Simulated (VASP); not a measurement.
Set up this calculation in VASP 6.6.1, as the native input.

- Task: single point
- Functional: PBEsol
- Potentials or basis: VASP PAW PBE potentials, release 64 (N)
- Cutoff: 520 eV
- k mesh: 9 × 9 × 8
- Occupations: gaussian, width 0.1 eV
- Spin: no spin polarisation
- Dipole correction: no
- Further INCAR settings: ALGO = Normal; EDIFF = 1e-06; NBANDS = 12

The structure of N lies in POSCAR:

```
N
1.0
    2.5194737886      0.0000000000      0.0000000000
   -1.2597368943      2.1819283051      0.0000000000
    0.0000000000      0.0000000000      2.4460020000
N
2
Direct
    0.3333333333      0.6666666667      0.7500000000
    0.6666666667      0.3333333333      0.2500000000
```

One way to write it, as run:

INCAR

```
SYSTEM = N
PREC = Accurate
ENCUT = 520
EDIFF = 1E-6
ISMEAR = 0
SIGMA = 0.1
LREAL = .False.
LASPH = .True.
NELM = 100
ALGO = Normal
ISIF = 2
LWAVE = .False.
LCHARG = .True.
GGA = PS
LELF = .True.
LVHAR = .True.
NBANDS = 12
```

KPOINTS

```
regular mesh
0
Gamma
  9 9 8
  0 0 0
```

Potentials or basis: VASP PAW PBE potentials, release 64 (N).

The run is started by

```sh
$ cat potpaw_PBE.64/N/POTCAR > POTCAR
$ mpirun -np 1 vasp_std > vasp.out
```

Results of the run:

```yaml
Pressure: -1.5 GPa
Band_gap_on_the_k_mesh: zero (bands 5 and 6 overlap by 4.78 eV)
```

Caveat: the PAW data sets were made with another functional, which shifts forces and pressure a little.

It took 12 s on 1 thread of Intel Xeon 8259CL (shared host), peak memory 0.12 GiB.
